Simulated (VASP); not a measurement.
Input of a VASP 6.6.1 run:

The input INCAR:

```
SYSTEM = Ag
PREC = Accurate ; ENCUT = 520
EDIFF = 1E-6 ; ISMEAR = -1
SIGMA = 0.1 ; LREAL = .FALSE.
LASPH = .TRUE. ; NELM = 80
ALGO = Normal ; ISIF = 2
LWAVE = .FALSE. ; LCHARG = .FALSE.
GGA = PS ; NBANDS = 24
```

Contents of KPOINTS:

```
Automatic mesh
0
G
  8 8 11
  0 0 0
```

Contents of POSCAR:

```
Ag
1.0
    4.6164379912      0.0000000000      0.0000000000
   -2.3082189956      3.9979525754      0.0000000000
    0.0000000000      0.0000000000      2.7660051024
Ag
3
Direct
    0.0000000000      1.0000000000      0.0000000000
    0.3333333333      0.6666666667      0.5000000000
    0.6666666667      0.3333333333      0.5000000000
```

Potentials or basis: VASP PAW PBE potentials, release 64 (Ag).

Launch:

```bash
$ cat potpaw_PBE.64/Ag/POTCAR > POTCAR
$ mpirun -np 1 vasp_std > vasp.out
```

(1) What does it give for the pressure?

Answers

(1) -0.2 GPa.

Caveat: the PAW data sets were made with another functional, which shifts forces and pressure a little.
